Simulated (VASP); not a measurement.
Set up this calculation in VASP 6.6.1, as the native input.

```
Task                   : relaxation of cell and atoms
Functional             : r2SCAN
Potentials or basis    : VASP PAW PBE potentials, release 64 (Ti_sv, N)
Cutoff                 : 600 eV
k mesh                 : 10 × 10 × 10
Occupations            : fermi-dirac, width 0.02 eV
Spin                   : no spin polarisation
Dipole correction      : no
Further INCAR settings : ALGO = Normal; EDIFF = 1e-07; IBRION = 2; EDIFFG = -0.005; NSW = 80; ISIF = 3
```

Crystal: TiN (Osbornite).

```
Ti N
1.0
     0.00000    2.12327    2.12327
     2.12327    0.00000    2.12327
     2.12327    2.12327    0.00000
Ti N
1 1
Direct
  0.00000 0.00000 0.00000
  0.50000 0.50000 0.50000
```

These files were run (other wordings do the same):

POSCAR

```
TiN
1.0
    0.0000000000      2.1232657312      2.1232657312
    2.1232657312      0.0000000000      2.1232657312
    2.1232657312      2.1232657312      0.0000000000
Ti N
1 1
Direct
    0.0000000000      0.0000000000      0.0000000000
    0.5000000000      0.5000000000      0.5000000000
```

INCAR.step1

```
SYSTEM = TiN
ALGO = Normal
EDIFF = 1E-4
ENCUT = 600
GGA = PE
ISMEAR = -1
LASPH = .True.
LCHARG = .False.
LREAL = .False.
LWAVE = .True.
NELM = 100
PREC = Accurate
SIGMA = 0.02
```

INCAR.step2

```
SYSTEM = TiN
ALGO = Normal
EDIFF = 1E-7
EDIFFG = -0.005
ENCUT = 600
IBRION = 2
ISIF = 3
ISMEAR = -1
ISTART = 1
LASPH = .True.
LCHARG = .False.
LMIXTAU = .True.
LREAL = .False.
LWAVE = .False.
METAGGA = R2SCAN
NELM = 100
NSW = 80
PREC = Accurate
SIGMA = 0.02
```

KPOINTS

```
k-points
0
Gamma
  10 10 10
  0 0 0
```

Potentials or basis: VASP PAW PBE potentials, release 64 (Ti_sv, N).

The run is started by

```console
$ cat potpaw_PBE.64/Ti_sv/POTCAR potpaw_PBE.64/N/POTCAR > POTCAR
$ cp INCAR.step1 INCAR
$ mpirun -np 1 vasp_std > vasp.out
$ cp INCAR.step2 INCAR
$ mpirun -np 1 vasp_std > vasp.out
```

Results of the run:

The relaxed volume is 9.53 Å³/atom, the relaxed cell is a = 2.998 Å, b = 2.998 Å, c = 2.998 Å, α = 60.00°, β = 60.00°, γ = 60.00° and the space group after relaxing (to 0.05 Å) is Fm-3m (No. 225). The energy gained by relaxing is 0.2 meV/atom. The ionic steps are 3 and the pressure after relaxing is 0.0 GPa.

Caveat: the PAW data sets were made with another functional, which shifts forces and pressure a little.

Wall time 4.5 min on 1 thread of Intel Xeon 8259CL, with other jobs on the host, peak memory 0.15 GiB.
